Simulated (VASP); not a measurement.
**AlCu3: single point with PBEsol**

AlCu3:

```xyz
4
Lattice="3.6324 0.0000 0.0000 0.0000 3.6324 0.0000 0.0000 0.0000 3.6324" Properties=species:S:1:pos:R:3 pbc="T T T"
Al    0.0000    0.0000    0.0000
Cu    1.8162    1.8162    0.0000
Cu    1.8162    0.0000    1.8162
Cu    0.0000    1.8162    1.8162
```

- Program: VASP 6.6.1
- Task: single point
- Functional: PBEsol
- Potentials or basis: VASP PAW PBE potentials, release 64 (Al, Cu)
- Cutoff: 520 eV
- k mesh: 12 × 12 × 12
- Occupations: fermi-dirac, width 0.15 eV
- Spin: no spin polarisation

| Item | Value |
| --- | --- |
| Pressure | 0.6 GPa |
| Band gap on the k mesh | zero (bands 18 and 19 overlap by 5.55 eV) |

Levels at points of the mesh, in eV from the Fermi level:
```csv
k point,band 16,band 17,band 18,band 19,band 20,band 21
"(0.00, 0.00, 0.00)",-2.09,-0.31,-0.31,-0.31,4.38,4.38
"(0.50, 0.00, 0.00)",-2.51,-2.09,3.79,3.79,3.89,3.89
"(0.50, 0.50, 0.00)",-2.79,-2.38,-1.23,-1.23,6.37,6.43
"(0.50, 0.50, 0.50)",-2.26,-2.26,-2.26,-1.48,1.33,1.75
```

Wall time 54 s on 1 thread of Intel(R) Xeon(R) Platinum 8488C (Sapphire Rapids) (shared host), peak memory 0.21 GiB.

Caveat: the PAW data sets were made with another functional, which shifts forces and pressure a little.
